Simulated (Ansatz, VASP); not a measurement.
**Tl: VASP beside Ansatz**

Contents of INCAR:

```
SYSTEM = Tl
PREC     = Accurate       ! precision mode
ENCUT    = 520            ! plane-wave cutoff, eV
EDIFF    = 1E-6           ! SCF threshold, eV
ISMEAR   = -1             ! smearing method
SIGMA    = 0.05           ! smearing width, eV
LREAL    = .False.        ! projectors in reciprocal space
LASPH    = .True.         ! aspherical terms in the spheres
NELM     = 60             ! most SCF steps
ALGO     = Normal         ! electronic algorithm
ISIF     = 2              ! what is computed and relaxed
LWAVE    = .False.        ! write WAVECAR
LCHARG   = .False.        ! write CHGCAR
GGA      = PE             ! functional
NBANDS   = 20             ! bands
```

KPOINTS

```
regular mesh
0
Gamma
  8 8 4
  0 0 0
```

Contents of POSCAR:

```
Tl
1.0
    3.3177600000      0.0000000000      0.0000000000
   -1.6588800000      2.8732644437      0.0000000000
    0.0000000000      0.0000000000      5.5250000000
Tl
2
Direct
    0.6666666667      0.3333333333      0.7500000000
    0.3333333333      0.6666666667      0.2500000000
```

The input input.yaml:

```yaml
crystal:
  lattice:
    - [3.31776, 0.0, 0.0]
    - [-1.65888, 2.8732644437, 0.0]
    - [0.0, 0.0, 5.525]
  atoms:
    - { symbol: Tl, position: [0.6666666667, 0.3333333333, 0.75] }
    - { symbol: Tl, position: [0.3333333333, 0.6666666667, 0.25] }
hamiltonian:
  xc: pbe
  pseudopotentials: { kind: paw }
kpoints:
  mp_grid: { grid: [8, 8, 4] }
scf:
  occupations: { method: fermi_dirac, width: 0.05 }
output:
  forces: true
  stress: true
  eigenvalues: true
```

Alike in both runs: task single point; functional PBE; k mesh 8 × 8 × 4; occupations fermi-dirac, width 0.05 eV; no spin polarisation.

```csv
,VASP,Ansatz
version,VASP 6.6.1,Ansatz 0.2.0
potentials or method,"VASP PAW PBE potentials, release 64 (Tl_d)",Ansatz PAW
plane-wave cutoff (eV),520,420
valence electrons in the cell,26,26
```

```csv
,VASP,Ansatz,Ansatz less VASP
gap on the k mesh at the Fermi level (eV),none,none,-
pressure (GPa),7.9,7.9,+0.08
"traceless stress, the component that is largest in VASP (GPa)",1.30,1.30,+0.006
```

A gap of «none» marks a metal or a gap that the smearing closes.

Spin-orbit coupling is off throughout.
